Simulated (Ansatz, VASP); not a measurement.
**C: VASP beside Ansatz**

The input POSCAR:

```
C
1.0
    0.0000000000      1.7833700000      1.7833700000
    1.7833700000      0.0000000000      1.7833700000
    1.7833700000      1.7833700000      0.0000000000
C
2
Direct
    0.7500000000      0.7500000000      0.7500000000
    0.5000000000      0.5000000000      0.5000000000
```

INCAR.step1

```
SYSTEM = C
  ALGO = Normal
  EDIFF = 1E-5
  ENCUT = 520
  GGA = PE
  ISIF = 2
  ISMEAR = -1
  LASPH = .TRUE.
  LCHARG = .FALSE.
  LREAL = .FALSE.
  LWAVE = .TRUE.
  NBANDS = 11
  NELM = 100
  PREC = Accurate
  SIGMA = 0.05
```

The input INCAR.step2:

```
SYSTEM = C
  AEXX = 0.25
  ALGO = Normal
  EDIFF = 1E-6
  ENCUT = 520
  GGA = PS
  ISIF = 2
  ISMEAR = -1
  ISTART = 1
  LASPH = .TRUE.
  LCHARG = .FALSE.
  LHFCALC = .TRUE.
  LREAL = .FALSE.
  LWAVE = .FALSE.
  NBANDS = 11
  NELM = 100
  PREC = Accurate
  PRECFOCK = Normal
  SIGMA = 0.05
```

Contents of KPOINTS:

```
k-points
0
G
  7 7 7
  0 0 0
```

File input.yaml:

```yaml
crystal:
  lattice:
    - [0.0, 1.78337, 1.78337]
    - [1.78337, 0.0, 1.78337]
    - [1.78337, 1.78337, 0.0]
  atoms:
    - { symbol: C, position: [0.75, 0.75, 0.75] }
    - { symbol: C, position: [0.5, 0.5, 0.5] }
hamiltonian:
  xc: { exchange: pbesol, correlation: pbesol, exx: { coeff: 0.25 } }
  pseudopotentials: { kind: paw }
kpoints:
  mp_grid: { grid: [7, 7, 7] }
scf:
  occupations: { method: fermi_dirac, width: 0.05 }
output:
  forces: true
  stress: true
  eigenvalues: true
```

Alike in both runs: task single point; functional PBEsol-based global hybrid with a share of 0.25 of exact exchange; k mesh 7 × 7 × 7; occupations fermi-dirac, width 0.05 eV; no spin polarisation.

|  | VASP | Ansatz |
| --- | --- | --- |
| version | VASP 6.6.1 | Ansatz 0.2.0 |
| potentials or method | VASP PAW PBE potentials, release 64 (C) | Ansatz PAW |
| plane-wave cutoff (eV) | 520 | 420 |
| valence electrons in the cell | 8 | 8 |

```tsv
	VASP	Ansatz	Ansatz less VASP
gap on the k mesh at the Fermi level (eV)	6.08	6.07	-0.015
least direct gap on the mesh (eV)	7.69	7.67	-0.023
pressure (GPa)	-11.7	-12.7	-1.02
```

VASP's potentials were made for PBE, not for PBEsol-based global hybrid.

The k mesh is coarse, so the values compare programs but aren't converged. Noted on Ansatz's run: odd divisions of the mesh miss points on the zone boundary, where band edges often lie, so the gap on the mesh can be too wide.
